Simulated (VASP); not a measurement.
# TaN (P-6m2) in VASP: further runs

TaN is run at these levels: PBEsol; tasks: single point.

All numbers are computed with VASP 6.6.1; they aren't measurements. Logs are shortened: lines on timing, memory, paths and dates and some standing lists are left out, and cuts for length are marked.

### Step 1. The cell of the first run

The structure is hexagonal, space group P-6m2 (No. 187). The conventional cell has a = 3.156 Å, b = 3.156 Å, c = 2.859 Å, α = 90.00°, β = 90.00°, γ = 120.00°. Within 3.2 Å of Ta (site symmetry -6m2) lie 6 N at 2.32 Å and 8 Ta at 2.86 to 3.16 Å. N (site symmetry -6m2) has 6 Ta at 2.32 Å and 8 N at 2.86 to 3.16 Å within 3.2 Å.

### Step 2. Single point, PBEsol (12.33 Å³/atom)

The input, INCAR:

```
SYSTEM = TaN
PREC = Accurate
ENCUT = 520
EDIFF = 1E-7
ISMEAR = 0
SIGMA = 0.15
LREAL = .FALSE.
LASPH = .TRUE.
NELM = 60
ALGO = Normal
ISIF = 2
LWAVE = .FALSE.
LCHARG = .TRUE.
GGA = PS
LELF = .TRUE.
LVHAR = .TRUE.
NBANDS = 15
```

The input, KPOINTS:

```
regular mesh
0
G
  21 21 18
  0 0 0
```

The input, POSCAR:

```
TaN
1.0
    3.1556127010      0.0000000000      0.0000000000
   -1.5778063505      2.7328407636      0.0000000000
    0.0000000000      0.0000000000      2.8593006684
Ta N
1 1
Direct
    0.3333333333      0.6666666667      0.5000000000
    0.0000000000      0.0000000000      0.0000000000
```

Potentials or basis: VASP PAW PBE potentials, release 64 (Ta_pv, N).

Command:

```sh
> cat potpaw_PBE.64/Ta_pv/POTCAR potpaw_PBE.64/N/POTCAR > POTCAR
> mpirun -np 1 vasp_std > vasp.out
```

OUTCAR:

```text
SYSTEM = TaN
   PREC = Accurate
   ENCUT = 520
   EDIFF = 1E-7
   ISMEAR = 0
   LREAL = .FALSE.
   LASPH = .TRUE.
   NELM = 60
   ISIF = 2
   GGA = PS

 ion  position               nearest neighbor table
   1  0.333  0.667  0.500-   2 2.32   2 2.32   2 2.32   2 2.32   2 2.32   2 2.32
   2  0.000  0.000  0.000-   1 2.32   1 2.32   1 2.32   1 2.32   1 2.32   1 2.32

  LATTYP: Found a hexagonal cell.
 ALAT       =     3.1556127010
 C/A-ratio  =     0.9061000000

  Lattice vectors:

 A1 = (   3.1556127010,   0.0000000000,   0.0000000000)
 A2 = (  -1.5778063505,   2.7328407636,   0.0000000000)
 A3 = (   0.0000000000,   0.0000000000,   2.8593006684)

Analysis of symmetry for initial positions (statically):
=====================================================================
 Subroutine PRICEL returns:
 Original cell was already a primitive cell.

 Routine SETGRP: Setting up the symmetry group for a
 hexagonal supercell.

 Subroutine GETGRP returns: Found 12 space group operations
 (whereof 12 operations were pure point group operations)
 out of a pool of 24 trial point group operations.

The static configuration has the point symmetry D_3h.

Analysis of symmetry for dynamics (positions and initial velocities):
=====================================================================
 Subroutine PRICEL returns:
 Original cell was already a primitive cell.

 Routine SETGRP: Setting up the symmetry group for a
 hexagonal supercell.

 Subroutine GETGRP returns: Found 12 space group operations
 (whereof 12 operations were pure point group operations)
 out of a pool of 24 trial point group operations.

The dynamic configuration has the point symmetry D_3h.

 Subroutine INISYM returns: Found 12 space group operations
 (whereof 12 operations are pure point group operations),
 and found     1 'primitive' translations

----------------------------------------------------------------------------------------

                                     Primitive cell

  volume of cell :      24.6580

  direct lattice vectors                    reciprocal lattice vectors
     3.155612701  0.000000000  0.000000000     0.316895670  0.182959800  0.000000000
    -1.577806350  2.732840764  0.000000000     0.000000000  0.365919600  0.000000000
     0.000000000  0.000000000  2.859300668     0.000000000  0.000000000  0.349735868

  length of vectors
     3.155612701  3.155612701  2.859300668     0.365919600  0.365919600  0.349735868

  position of ions in fractional coordinates (direct lattice)
     0.333333333  0.666666667  0.500000000
     0.000000000  0.000000000  0.000000000

  ion indices of the primitive-cell ions
   primitive index   ion index
                 1           1
                 2           2

----------------------------------------------------------------------------------------

 KPOINTS: regular mesh

Automatic generation of k-mesh.
 Grid dimensions read from file:
 generate k-points for:   21   21   18

 Generating k-lattice:

  Cartesian coordinates                     Fractional coordinates (reciprocal lattice)
     0.015090270  0.008712371  0.000000000     0.047619048  0.000000000  0.000000000
     0.000000000  0.017424743  0.000000000     0.000000000  0.047619048  0.000000000
     0.000000000  0.000000000  0.019429770     0.000000000  0.000000000  0.055555556

  Length of vectors
     0.017424743  0.017424743  0.019429770

  Shift w.r.t. Gamma in fractional coordinates (k-lattice)
     0.000000000  0.000000000  0.000000000

 Subroutine IBZKPT returns following result:
 ===========================================

 Found    480 irreducible k-points:

 Following reciprocal coordinates:
            Coordinates               Weight
  0.000000  0.000000  0.000000      1.000000
  0.047619 -0.000000  0.000000      6.000000
  0.095238 -0.000000  0.000000      6.000000
  0.142857 -0.000000  0.000000      6.000000
  0.190476 -0.000000  0.000000      6.000000
  0.238095  0.000000  0.000000      6.000000
[... 16 lines left out ...]
  0.142857  0.095238  0.000000     12.000000
  0.190476  0.095238  0.000000     12.000000
 [... further k-points ...]
   k-points           NKPTS =    480   k-points in BZ     NKDIM =    480   number of bands    NBANDS=     15
   number of dos      NEDOS =    301   number of ions     NIONS =      2
   total plane-waves  NPLWV =  13824
   dimension x,y,z NGX =    24 NGY =   24 NGZ =   24
   dimension x,y,z NGXF=    48 NGYF=   48 NGZF=   48
   ions per type =               1   1
   NGX,Y,Z   is equivalent  to a cutoff of  12.64, 12.64, 13.95 a.u.
   NGXF,Y,Z  is equivalent  to a cutoff of  25.29, 25.29, 27.91 a.u.
 SYSTEM =  TaN
   PREC   = accura    normal or accurate (medium, high low for compatibility)
   ISTART =      0    job   : 0-new  1-cont  2-samecut
   ICHARG =      2    charge: 1-file 2-atom 10-const
   ISPIN  =      1    spin polarized calculation?
   LNONCOLLINEAR =      F non collinear calculations
   LSORBIT =      F    spin-orbit coupling
   LASPH  =      T    aspherical Exc in radial PAW
   ENCUT  =  520.0 eV  38.22 Ry    6.18 a.u.   5.87  5.87  5.32*2*pi/ulx,y,z
   NELM   =     60;   NELMIN=  2; NELMDL= -5     # of ELM steps
   EDIFF  = 0.1E-06   stopping-criterion for ELM
   LREAL  =      F    real-space projection
   EDIFFG = 0.1E-05   stopping-criterion for IOM
   NSW    =      0    number of steps for IOM
   IBRION =     -1    ionic relax: 0-MD 1-quasi-New 2-CG
   NFREE  =      0    steps in history (QN), initial steepest desc. (CG)
   ISIF   =      2    stress and relaxation
   ISYM   =      2    0-nonsym 1-usesym 2-fastsym
   POTIM  = 0.5000    time-step for ionic-motion
   TEBEG  =    0.0;   TEEND  =   0.0 temperature during run
   PSTRESS=    0.0 pullay stress
   NELECT =      16.0000    total number of electrons
   NUPDOWN=      -1.0000    fix difference up-down
   EMIN   =  10.00;   EMAX   =-10.00  energy-range for DOS
   EFERMI =   0.00;   METHOD = LEGACY
   ISMEAR =     0;   SIGMA  =   0.15  broadening in eV -4-tet -1-fermi 0-gaus
   EFERMI_NEDOS =   21; number of points for ismear=-14 and -15
   IALGO  =     38    algorithm
   IMIX   =      4    mixing-type and parameters
     AMIX     =   0.40;   BMIX     =  1.00
     AMIX_MAG =   1.60;   BMIX_MAG =  1.00
  volume/ion in A,a.u.               =      12.33        83.20
  Fermi-wavevector in a.u.,A,eV,Ry     =   1.417301  2.678311 27.330610  2.008743
  Thomas-Fermi vector in A             =   2.538546
   LORBIT       =      0    0 simple, 1 ext, 2 COOP (PROOUT), +10 PAW based schemes
   GGA     = PS    functional components
   LHFCALC =     F    Hartree Fock is set to
   AEXX    =    0.0000 exact exchange contribution
   IVDW    =     0    specifies the selected vdW correction
   LEPSILON=     F    determine dielectric tensor
   LRPA    =     F    only Hartree local field effects (RPA)
 non-spin polarized calculation
 Gauss-broadening in eV      SIGMA  =   0.15
  energy-cutoff  :      520.00
  volume of cell :       24.66
 maximum number of plane-waves:       686
 NGX is ok and might be reduce to    24
   NGX = 11   NGY = 11   NGZ = 11

 number of electron      15.9999997 magnetization

 Free energy of the ion-electron system (eV)
  ---------------------------------------------------
  ext. energy  EPLUGINS =         0.00000000
  ---------------------------------------------------
  free energy    TOTEN  =       -23.22319677 eV

  energy without entropy =      -23.22205576  energy(sigma->0) =      -23.22262627

 E-fermi :   6.7704     XC(G=0): -12.7683

 val. band max:        6.7698326258   @ k =   0.0000   0.0000   0.5000
 cond. band min:       6.7941838572   @ k =   0.0476  -0.0000   0.2778
 fundamental gap:      0.0243512313
 Fermi energy:         6.7704033968

 k-point     1 :       0.0000    0.0000    0.0000
  band No.  band energies     occupation
      1     -28.2552      2.00000
      2     -28.2552      2.00000
      3     -28.2158      2.00000
      4     -10.0560      2.00000
      5       2.2279      2.00000
      6       2.2279      2.00000
      7       3.2226      2.00000
      8       4.5600      2.00000
      9       7.5265      0.00000
     10      10.1361      0.00000
     11      10.1361      0.00000
     12      10.2280      0.00000
     13      10.2280      0.00000
     14      19.0985      0.00000
     15      19.7232      0.00000

 k-point     2 :       0.0476   -0.0000    0.0000
  band No.  band energies     occupation
      1     -28.2672      2.00000
      2     -28.2578      2.00000
      3     -28.2144      2.00000
      4     -10.0211      2.00000
      5       2.0932      2.00000
      6       2.2567      2.00000
      7       3.2695      2.00000
      8       4.5086      2.00000
      9       7.6922      0.00000
     10      10.0521      0.00000
     11      10.1332      0.00000
     12      10.2127      0.00000
     13      10.2824      0.00000
     14      19.0463      0.00000
     15      19.7193      0.00000

 k-point     3 :       0.0952   -0.0000    0.0000
  band No.  band energies     occupation
      1     -28.3019      2.00000
      2     -28.2655      2.00000
      3     -28.2106      2.00000
      4      -9.9190      2.00000
      5       1.7509      2.00000
      6       2.3404      2.00000
      7       3.3888      2.00000
      8       4.3652      2.00000
      9       8.1388      0.00000
     10       9.8243      0.00000
     11      10.1277      0.00000
     12      10.1685      0.00000
     13      10.4322      0.00000
     14      18.9279      0.00000
     15      19.7129      0.00000
[... 343 lines left out ...]
 k-point    23 :       0.1429    0.0952    0.0000
  band No.  band energies     occupation
      1     -28.4446      2.00000
      2     -28.3057      2.00000
      3     -28.1936      2.00000
      4      -9.4625      2.00000
      5       0.6929      2.00000
      6       2.6410      2.00000
      7       3.8181      2.00000
      8       3.8247      2.00000
      9       8.9594      0.00000
     10       9.8159      0.00000
     11       9.8915      0.00000
     12      10.2197      0.00000
     13      11.0550      0.00000
     14      18.7407      0.00000
     15      19.7067      0.00000

 k-point    24 :       0.1905    0.0952    0.0000
  band No.  band energies     occupation
      1     -28.5125      2.00000
      2     -28.3262      2.00000
      3     -28.1852      2.00000
      4      -9.2303      2.00000
      5       0.2974      2.00000
      6       2.7557      2.00000
      7       3.5960      2.00000
      8       3.9971      2.00000
      9       8.7062      0.00000
     10       9.7499      0.00000
     11      10.2195      0.00000
     12      10.6017      0.00000
     13      11.3105      0.00000
     14      18.7201      0.00000
     15      19.7065      0.00000

 [... further k-points ...]

------------------------ aborting loop because EDIFF is reached ----------------------------------------

  FORCE on cell =-STRESS in cart. coord.  units (eV):
  Direction    XX          YY          ZZ          XY          YZ          ZX
  --------------------------------------------------------------------------------------
  -------------------------------------------------------------------------------------
  Total       -7.3215095     -7.3215095     -1.9580949      0.0000000      0.0000000      0.0000000
  in kB     -475.7221388   -475.7221389   -127.2291066      0.0000000      0.0000000      0.0000000
  external PRESSURE =    -359.5577948 kB  Pullay stress =       0.0000000 kB

 VOLUME and BASIS-vectors are now :
 -----------------------------------------------------------------------------
  energy-cutoff  :      520.00
  volume of cell :       24.66
      direct lattice vectors                 reciprocal lattice vectors
     3.155612701  0.000000000  0.000000000     0.316895670  0.182959800  0.000000000
    -1.577806350  2.732840764  0.000000000     0.000000000  0.365919600  0.000000000
     0.000000000  0.000000000  2.859300668     0.000000000  0.000000000  0.349735868

 POSITION                                       TOTAL-FORCE (eV/Angst)
 -----------------------------------------------------------------------------------
     -0.00000      1.82189      1.42965        -0.000000      0.000000      0.000000
      0.00000      0.00000      0.00000         0.000000     -0.000000      0.000000
 -----------------------------------------------------------------------------------
    total drift:                                0.000000     -0.000000     -0.000000

  FREE ENERGIE OF THE ION-ELECTRON SYSTEM (eV)
  ---------------------------------------------------
  free  energy   TOTEN  =       -23.2231967734 eV

  energy  without entropy=      -23.2220557595  energy(sigma->0) =      -23.22262627
```

It took 2.7 min on 1 thread of Intel Xeon 8259CL, shared host; peak memory 0.29 GiB.

Results:

| Property | Result |
| --- | --- |
| Free energy | -23.2232 eV |
| Pressure | -36.0 GPa |
| Band gap on the k mesh | zero (bands 8 and 9 overlap by 0.37 eV) |

Stress tensor (GPa, compression positive):
```
-47.57   0.00   0.00
  0.00 -47.57   0.00
  0.00   0.00 -12.72
```

Levels at points of the mesh, in eV from the Fermi level:
```tsv
k point	band 4	band 5	band 6	band 7	band 8	band 9	band 10	band 11	band 12	band 13
(0.00, 0.00, 0.00)	-16.83	-4.54	-4.54	-3.55	-2.21	0.76	3.37	3.37	3.46	3.46
(0.00, 0.00, 0.50)	-14.57	-8.45	-3.83	-3.83	0.00	0.00	2.43	2.43	2.97	6.73
```

Caveat: the stress differs along the axes, from -48 to -13 GPa; the PAW data sets were made with another functional, which shifts forces and pressure a little; spin-orbit coupling is left out, which moves the levels of the heavy elements.

### Step 3. Single point, PBEsol (12.33 Å³/atom)

The input, INCAR:

```
SYSTEM = TaN
PREC = Accurate ; ENCUT = 520
EDIFF = 1E-7 ; ISMEAR = 0
SIGMA = 0.15 ; LREAL = .FALSE.
LASPH = .TRUE. ; NELM = 100
ALGO = Normal ; ISIF = 2
LWAVE = .FALSE. ; LCHARG = .FALSE.
GGA = PS ; NBANDS = 15
```

KPOINTS is that of step 2.

The input, POSCAR:

```
TaN
1.0
    3.0723582981      0.0000000000      0.0000000000
   -1.5361791490      2.6607403357      0.0000000000
    0.0000000000      0.0000000000      3.0163622240
Ta N
1 1
Direct
    0.3333333333      0.6666666667      0.5000000000
    0.0000000000      0.0000000000      0.0000000000
```

Potentials or basis: VASP PAW PBE potentials, release 64 (Ta_pv, N).

Command:

```sh
> cat potpaw_PBE.64/Ta_pv/POTCAR potpaw_PBE.64/N/POTCAR > POTCAR
> mpirun -np 1 vasp_std > vasp.out
```

OUTCAR:

```text
SYSTEM = TaN
   PREC = Accurate
   ENCUT = 520
   EDIFF = 1E-7
   ISMEAR = 0
   LREAL = .FALSE.
   LASPH = .TRUE.
   NELM = 100
   ISIF = 2
   GGA = PS

 ion  position               nearest neighbor table
   1  0.333  0.667  0.500-   2 2.33   2 2.33   2 2.33   2 2.33   2 2.33   2 2.33
   2  0.000  0.000  0.000-   1 2.33   1 2.33   1 2.33   1 2.33   1 2.33   1 2.33

  LATTYP: Found a hexagonal cell.
 ALAT       =     3.0723582981
 C/A-ratio  =     0.9817742370

  Lattice vectors:

 A1 = (   3.0723582981,   0.0000000000,   0.0000000000)
 A2 = (  -1.5361791490,   2.6607403357,   0.0000000000)
 A3 = (   0.0000000000,   0.0000000000,   3.0163622240)

Analysis of symmetry for initial positions (statically):
=====================================================================
 Subroutine PRICEL returns:
 Original cell was already a primitive cell.

 Routine SETGRP: Setting up the symmetry group for a
 hexagonal supercell.

 Subroutine GETGRP returns: Found 12 space group operations
 (whereof 12 operations were pure point group operations)
 out of a pool of 24 trial point group operations.

The static configuration has the point symmetry D_3h.

[... 175 lines left out ...]
      6       2.7485      2.00000
      7       3.0860      2.00000
      8       4.0215      2.00000
      9       7.9841      0.00000
     10       9.7502      0.00000
     11       9.7502      0.00000
     12       9.9894      0.00000
     13       9.9894      0.00000
     14      18.9071      0.00000
[... 401 lines left out ...]
      2     -28.3919      2.00000
      3     -28.3089      2.00000
      4      -9.1019      2.00000
      5       0.6310      2.00000
      6       2.9650      2.00000
      7       3.2076      2.00000
      8       4.1385      2.00000
      9       8.2770      0.00000
     10       9.3798      0.00000
     11      10.2373      0.00000
     12      10.8815      0.00000
     13      11.1082      0.00000
     14      18.8818      0.00000
     15      19.6331      0.00000

 [... further k-points ...]

------------------------ aborting loop because EDIFF is reached ----------------------------------------

  FORCE on cell =-STRESS in cart. coord.  units (eV):
  Direction    XX          YY          ZZ          XY          YZ          ZX
  --------------------------------------------------------------------------------------
  -------------------------------------------------------------------------------------
  Total       -5.7293061     -5.7293061     -6.3984106     -0.0000000      0.0000000      0.0000000
  in kB     -372.2671867   -372.2671867   -415.7429007     -0.0000000      0.0000000      0.0000000
  external PRESSURE =    -386.7590914 kB  Pullay stress =       0.0000000 kB

 VOLUME and BASIS-vectors are now :
 -----------------------------------------------------------------------------
  energy-cutoff  :      520.00
  volume of cell :       24.66
      direct lattice vectors                 reciprocal lattice vectors
     3.072358298  0.000000000  0.000000000     0.325482871  0.187917623  0.000000000
    -1.536179149  2.660740336  0.000000000     0.000000000  0.375835247  0.000000000
     0.000000000  0.000000000  3.016362224     0.000000000  0.000000000  0.331525170

 POSITION                                       TOTAL-FORCE (eV/Angst)
 -----------------------------------------------------------------------------------
     -0.00000      1.77383      1.50818         0.000000     -0.000000      0.000000
      0.00000      0.00000      0.00000        -0.000000      0.000000      0.000000
 -----------------------------------------------------------------------------------
    total drift:                                0.000000     -0.000000     -0.000000

  FREE ENERGIE OF THE ION-ELECTRON SYSTEM (eV)
  ---------------------------------------------------
  free  energy   TOTEN  =       -23.3467570263 eV

  energy  without entropy=      -23.3458334712  energy(sigma->0) =      -23.34629525
```

stdout:

```text
POSCAR found type information on POSCAR TaN
 POSCAR found :  2 types and       2 ions
 scaLAPACK will be used
 -----------------------------------------------------------------------------
|                                                                             |
|                                                                             |
|     You enforced a specific xc type in the INCAR file but a different       |
|     I HOPE YOU KNOW WHAT YOU ARE DOING!                                     |
|                                                                             |
 -----------------------------------------------------------------------------

 LDA part: xc-table for (Slater+PW92), standard interpolation
 POSCAR, INCAR and KPOINTS ok, starting setup
 FFT: planning ... GRIDC
 FFT: planning ... GRID_SOFT
 FFT: planning ... GRID
 WAVECAR not read
 entering main loop
```

Run time: 2.7 min. Hardware: 1 thread of Intel Xeon 8259CL, shared host; peak memory 0.29 GiB.

Results:

```yaml
Free_energy: -23.3468 eV
Pressure: -38.7 GPa
Band_gap_on_the_k_mesh: zero (bands 8 and 9 overlap by 0.27 eV)
```

Stress tensor (GPa, compression positive):
```
-37.23   0.00   0.00
  0.00 -37.23   0.00
  0.00   0.00 -41.57
```

Levels at points of the mesh, in eV from the Fermi level:
```csv
k point,band 4,band 5,band 6,band 7,band 8,band 9,band 10,band 11,band 12,band 13
"(0.00, 0.00, 0.00)",-16.71,-3.97,-3.97,-3.64,-2.70,1.26,3.03,3.03,3.27,3.27
"(0.00, 0.00, 0.50)",-14.69,-8.54,-3.26,-3.26,-0.07,-0.07,2.06,2.92,2.92,7.02
```

Caveat: the cell stands under tension; the PAW data sets were made with another functional, which shifts forces and pressure a little; spin-orbit coupling is left out, which moves the levels of the heavy elements.

The gap in the log of VASP goes by the Fermi energy; the results here count the filled bands.